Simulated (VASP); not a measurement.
A run of VASP 6.6.1 is set up as follows.

INCAR

```
SYSTEM = BiC
PREC     = Accurate       ! precision mode
ENCUT    = 520            ! plane-wave cutoff, eV
EDIFF    = 1E-6           ! SCF threshold, eV
ISMEAR   = 0              ! smearing method
SIGMA    = 0.1            ! smearing width, eV
LREAL    = .FALSE.        ! projectors in reciprocal space
LASPH    = .TRUE.         ! aspherical terms in the spheres
NELM     = 60             ! most SCF steps
ALGO     = Normal         ! electronic algorithm
ISIF     = 2              ! what is computed and relaxed
LWAVE    = .FALSE.        ! write WAVECAR
LCHARG   = .TRUE.         ! write CHGCAR
GGA      = PE             ! functional
LELF     = .TRUE.         ! ELF
LVHAR    = .TRUE.       
NBANDS   = 16             ! bands
```

Contents of KPOINTS:

```
Automatic mesh
0
G
  18 18 18
  0 0 0
```

The input POSCAR:

```
BiC
1.0
    0.0000000000      2.5676732877      2.5676732877
    2.5676732877      0.0000000000      2.5676732877
    2.5676732877      2.5676732877      0.0000000000
Bi C
1 1
Direct
    0.0000000000      0.0000000000      0.0000000000
    0.5000000000      0.5000000000      0.5000000000
```

Potentials or basis: VASP PAW PBE potentials, release 64 (Bi_d, C).

Command:

```console
$ cat potpaw_PBE.64/Bi_d/POTCAR potpaw_PBE.64/C/POTCAR > POTCAR
$ mpirun -np 1 vasp_std > vasp.out
```

Q: Predict the pressure.

A: 0.1 GPa.
